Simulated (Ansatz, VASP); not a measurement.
## One calculation of MgCdSe2, two programs

INCAR

```
PREC = Accurate
ENCUT = 600
EDIFF = 1E-6
ISMEAR = 0
SIGMA = 0.1
LREAL = False
LASPH = True
NELM = 80
ALGO = Normal
ISIF = 3
LWAVE = False
LCHARG = False
GGA = PE
IBRION = 2
NSW = 100
EDIFFG = -0.05
```

The input KPOINTS:

```
regular mesh
0
Gamma
  6 6 6
```

The input POSCAR:

```
MgCdSe2
1.0
    1.9360296786      1.1177672561      6.3230464525
   -1.9360296786      1.1177672561      6.3230464525
    0.0000000000     -2.2355345121      6.3230464525
Mg Cd Se
1 1 2
Direct
    0.5000000000      0.5000000000      0.5000000000
    0.0000000000      0.0000000000      0.0000000000
    0.2500000000      0.2500000000      0.2500000000
    0.7500000000      0.7500000000      0.7500000000
```

Input for Ansatz:

```yaml
crystal:
  lattice:
    - [1.9360296786, 1.1177672561, 6.3230464525]
    - [-1.9360296786, 1.1177672561, 6.3230464525]
    - [0.0, -2.2355345121, 6.3230464525]
  atoms:
    - { symbol: Mg, position: [0.5, 0.5, 0.5] }
    - { symbol: Cd, position: [0.0, 0.0, 0.0] }
    - { symbol: Se, position: [0.25, 0.25, 0.25] }
    - { symbol: Se, position: [0.75, 0.75, 0.75] }
basis:
  ecutwfc: 420
kpoints:
  mp_grid: { grid: [6, 6, 6] }
hamiltonian:
  xc: pbe
scf:
  occupations: { method: gaussian, width: 0.1 }
output:
  forces: true
  stress: true
  eigenvalues: true
relax:
  adjacent_minimum: "off"
  f_tol: 0.05
  max_steps: 80
  cell: { stress_tol: 0.5 }
```

Alike in both runs: task relaxation of cell and atoms; functional PBE; k mesh 6 × 6 × 6; occupations gaussian, width 0.1 eV; no spin polarisation.

|  | VASP | Ansatz |
| --- | --- | --- |
| version | VASP 6.6.1 | Ansatz 0.2.0 |
| potentials or method | VASP PAW PBE potentials, release 64 (Mg, Cd, Se), cutoff 600 eV | scalar-relativistic, plane waves, PAW |
| valence electrons in the cell | 26 | 62 |

Ansatz gave:

| Quantity | Value |
| --- | --- |
| gap on the k mesh at the Fermi level, each at its own relaxed structure (eV) | 0.59 |
| relaxed volume (Å³/atom) | 22.26 |
| relaxed length of the cell vector where the two differ most in proportion (Å) | 6.887 |

Problem. What did VASP give for the same quantities?

Solution. gap on the k mesh at the Fermi level, each at its own relaxed structure (eV): 0.56; relaxed volume (Å³/atom): 22.30; relaxed length of the cell vector where the two differ most in proportion (Å): 6.885.

VASP's potentials hold 26 valence electrons a cell and Ansatz's 62, so a difference there can come from the potentials and not from the codes.
